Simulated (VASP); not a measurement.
Set up this calculation in VASP 6.6.1, as the native input.

```
Task                   : single point
Functional             : LDA
Potentials or basis    : VASP PAW LDA potentials, release 64 (Li_sv)
Cutoff                 : 520 eV
k mesh                 : 18 × 18 × 18
Occupations            : gaussian, width 0.15 eV
Spin                   : no spin polarisation
Dipole correction      : no
Further INCAR settings : ALGO = Normal; EDIFF = 1e-07; NBANDS = 8
```

The structure of Li lies in POSCAR:

```
Li
1.0
    0.0000000000      2.2020000000      2.2680600000
    2.2020000000      0.0000000000      2.2680600000
    2.2020000000      2.2020000000      0.0000000000
Li
1
Direct
    0.0000000000      0.0000000000      0.0000000000
```

This cell differs from its parent crystal: strain +0.000 along x and y, +0.030 along z.

These files were run (other wordings do the same):

INCAR

```
PREC = Accurate
ENCUT = 520
EDIFF = 1E-7
ISMEAR = 0
SIGMA = 0.15
LREAL = False
LASPH = True
NELM = 80
ALGO = Normal
ISIF = 2
LWAVE = False
LCHARG = False
NBANDS = 8
```

KPOINTS

```
Automatic mesh
0
Gamma
  18 18 18
```

Potentials or basis: VASP PAW LDA potentials, release 64 (Li_sv).

Command:

```console
$ cat potpaw_LDA.64/Li_sv/POTCAR > POTCAR
$ mpirun -np 1 vasp_std > vasp.out
```

Results of the run:

```
Band gap on the k mesh : zero (an odd number of electrons rules out a gap without spin polarisation)
```

Caveat: the cell differs from its parent crystal (strain +0.000 along x and y, +0.030 along z).

It took 27 s on 1 thread of Intel(R) Xeon(R) Platinum 8375C CPU @ 2.90GHz (Ice Lake), on a shared host, peak memory 0.17 GiB.
